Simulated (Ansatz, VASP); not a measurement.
## One calculation of Ba, two programs

```
CELL_PARAMETERS angstrom
3.59846 0.00000 0.00000
0.00000 3.59846 0.00000
0.00000 0.00000 3.59846
ATOMIC_POSITIONS crystal
Ba 0.00000 0.00000 0.00000
```

Change from the starting cell: strain -0.030 along x and y, -0.030 along z, atoms carried along.

Alike in both runs: task single point; functional LDA; k mesh 16 × 16 × 16; occupations gaussian, width 0.15 eV; no spin polarisation.

|  | VASP | Ansatz |
| --- | --- | --- |
| version | VASP 6.6.1 | Ansatz 0.2.0 |
| potentials or method | VASP PAW LDA potentials, release 64 (Ba_sv), cutoff 520 eV | scalar-relativistic, plane waves, PAW |
| valence electrons in the cell | 10 | 10 |

|  | VASP | Ansatz | Ansatz less VASP |
| --- | --- | --- | --- |
| gap on the k mesh at the Fermi level (eV) | none | none | - |
| pressure (GPa) | 1.3 | 0.9 | -0.40 |

LDA's correlation is that of Perdew and Zunger in VASP and of Perdew and Wang (1992) in Ansatz. A gap of «none» marks a metal or a gap that the smearing closes.

Neither program's run includes spin-orbit coupling.
